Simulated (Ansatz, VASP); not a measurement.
# Zr: VASP beside Ansatz

The input INCAR:

```
SYSTEM = Zr
ALGO = Normal
EDIFF = 1E-7
EDIFFG = -0.005
ENCUT = 600
GGA = PS
IBRION = 2
ISIF = 3
ISMEAR = -1
LASPH = .TRUE.
LCHARG = .FALSE.
LREAL = .FALSE.
LWAVE = .FALSE.
NELM = 100
NSW = 60
PREC = Accurate
SIGMA = 0.08
```

Contents of KPOINTS:

```
k-points
0
G
  15 15 15
  0 0 0
```

POSCAR

```
Zr
1.0
   -1.7775767640      1.7775767640      1.7775767640
    1.7775767640     -1.7775767640      1.7775767640
    1.7775767640      1.7775767640     -1.7775767640
Zr
1
Direct
    0.0000000000      0.0000000000      0.0000000000
```

Input for Ansatz:

```yaml
crystal:
  lattice:
    - [-1.777576764, 1.777576764, 1.777576764]
    - [1.777576764, -1.777576764, 1.777576764]
    - [1.777576764, 1.777576764, -1.777576764]
  atoms:
    - { symbol: Zr, position: [0.0, 0.0, 0.0] }
kpoints:
  mp_grid: { grid: [15, 15, 15] }
scf:
  occupations: { method: fermi_dirac, width: 0.08 }
hamiltonian:
  xc: pbesol
  pseudopotentials: { kind: paw }
output:
  forces: true
  stress: true
relax:
  f_tol: 0.005
  max_steps: 40
  cell: {}
```

Alike in both runs: task relaxation of cell and atoms; functional PBEsol; k mesh 15 × 15 × 15; occupations fermi-dirac, width 0.08 eV; no spin polarisation.

```csv
,VASP,Ansatz
version,VASP 6.6.1,Ansatz 0.2.0
potentials or method,"VASP PAW PBE potentials, release 64 (Zr_sv)","PAW with Ansatz's default frozen-core files, scalar-relativistic"
plane-wave cutoff (eV),600,420
valence electrons in the cell,12,12
```

Ansatz gave:

| Quantity | Value |
| --- | --- |
| relaxed volume (Å³/atom) | 21.86 |
| relaxed cell length with the largest relative difference (Å) | 3.051 |

What did VASP give for the same quantities?

Relaxed volume (Å³/atom): 21.88; relaxed cell length with the largest relative difference (Å): 3.052.

VASP's potentials were made for PBE, not for PBEsol.
